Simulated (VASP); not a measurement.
Runs of VASP 6.6.1 on Be2Se. The structure is that of space group Fm-3m (No. 225), or close to it. The cells are those of the table. The cell was built from a structure type or drawn by symmetry, and may not be a known phase.

| task | cell | k mesh | cutoff (eV) | gap on the mesh (eV) | pressure (GPa) | relaxed volume (Å³/atom) |
| --- | --- | --- | --- | --- | --- | --- |
| single point | a = 4.038 Å, angles 60.0°, 3 atoms | 14 × 14 × 14 | 520 | none | (b) | - |
| single point | a = 4.017 Å, angles 60.0°, 3 atoms | 6 × 6 × 6 | 520 | none | 0.2 | - |
| single point | a = 4.236 Å, angles 60.0°, 3 atoms | 6 × 6 × 6 | 520 | none | (a) | - |
| relaxation of cell and atoms | relaxed from a = 4.236 Å, angles 60.0°, 3 atoms | 6 × 6 × 6 | 600 | none | -0.4 | 15.43 |
| relaxation of cell and atoms | relaxed from a = 4.017 Å, angles 60.0°, 3 atoms | 14 × 14 × 14 | 600 | none | 0.0 | 15.54 |

Alike in all rows: level PBE; potentials or basis VASP PAW PBE potentials, release 64 (Be, Se); no spin polarisation; smearing gaussian 0.1 eV.

Question: Fill in the values left out.

Answer: (a) -6.3; (b) 0.1.

Caveats: the cell stands under tension (at least some runs).

A k mesh can miss the band edges, and the runs leave out spin-orbit coupling on Se.

A gap of «none» marks levels without a gap at the run's occupations.
